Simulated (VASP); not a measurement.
## CdTe: single point with PBE

Crystal: CdTe.

```
CELL_PARAMETERS angstrom
0.00000 3.30869 3.30869
3.30869 0.00000 3.30869
3.30869 3.30869 0.00000
ATOMIC_POSITIONS crystal
Cd 0.00000 0.00000 0.00000
Te 0.25000 0.25000 0.25000
```

```yaml
Program: VASP 6.6.1
Task: single point
Functional: PBE
Potentials_or_basis: VASP PAW PBE potentials, release 64 (Cd, Te)
Cutoff: 520 eV
k_mesh: 10 × 10 × 10
Occupations: gaussian, width 0.02 eV
Spin: non-collinear spin, zero start, spin-orbit coupling
Starting_moments: "[[0.0, 0.0, 0.0], [0.0, 0.0, 0.0]] μB"
Dipole_correction: no
Further_INCAR_settings: ALGO = Normal; EDIFF = 1e-06; NBANDS = 30
```

| Item | Value |
| --- | --- |
| Pressure | 0.2 GPa |
| Net moment | 0.00 μB per cell |
| Valence electrons inside the program's atomic spheres | Cd 10.28; Te 3.40 |

Moments on the atoms (μB; x, y, z):
```
Cd  0.00 0.00 0.00
Te  0.00 0.00 0.00
```

It took 5.2 min on 1 thread of Intel(R) Xeon(R) Platinum 8375C CPU @ 2.90GHz (Ice Lake), with other jobs on the host, peak memory 0.53 GiB.
